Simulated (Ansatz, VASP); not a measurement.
Two plane-wave programs on AlN

```
Al N
1.0
    -0.16276    1.97867    1.97867
     1.97867   -0.16276    1.97867
     1.97867    1.97867   -0.16276
Al N
1 1
Direct
  0.50000 0.50000 0.50000
  0.00000 0.00000 0.00000
```

Alike in both runs: task single point; functional PBE; k mesh 10 × 10 × 10; occupations gaussian, width 0.02 eV; no spin polarisation.

|  | VASP | Ansatz |
| --- | --- | --- |
| version | VASP 6.6.1 | Ansatz 0.2.0 |
| potentials or method | VASP PAW PBE potentials, release 64 (Al, N), cutoff 600 eV | scalar-relativistic, plane waves, PAW |
| valence electrons in the cell | 8 | 8 |

Ansatz gave:

| Item | Value |
| --- | --- |
| gap on the k mesh at the Fermi level (eV) | 2.43 |
| least direct gap on the mesh (eV) | 3.59 |
| pressure (GPa) | -6.4 |
| traceless stress, the component that is largest in VASP (GPa) | 20.12 |

**Question.** Which values does VASP return?

**Answer.** gap on the k mesh at the Fermi level (eV): 2.41; least direct gap on the mesh (eV): 3.60; pressure (GPa): -6.8; traceless stress, the component that is largest in VASP (GPa): 20.14.

The functional is the same, so the differences come from potentials, cutoffs and numerics.
